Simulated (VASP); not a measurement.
Input of a VASP 6.6.1 run:

INCAR

```
PREC = Accurate
ENCUT = 600
EDIFF = 1E-7
ISMEAR = 0
SIGMA = 0.1
LREAL = False
LASPH = True
NELM = 80
ALGO = Fast
ISIF = 4
LWAVE = False
LCHARG = False
GGA = PE
IBRION = 2
NSW = 50
EDIFFG = -0.01
```

File KPOINTS:

```
regular mesh
0
Gamma
  18 18 10
```

File POSCAR:

```
Ti
1.0
    2.8145413066      0.0000000000      0.0000000000
   -1.4072706533      2.4374642715      0.0000000000
    0.0000000000      0.0000000000      4.4610380376
Ti
2
Direct
    0.3333333333      0.6666666667      0.2500000000
    0.6666666667      0.3333333333      0.7500000000
```

Potentials or basis: VASP PAW PBE potentials, release 64 (Ti_sv).

Command:

```sh
$ cat potpaw_PBE.64/Ti_sv/POTCAR > POTCAR
$ mpirun -np 1 vasp_std > vasp.out
```

(1) Estimate the band gap on the k mesh.

Answers

(1) zero (band 12 reaches 10.65 eV, above the bottom of band 13 at 9.44 eV).
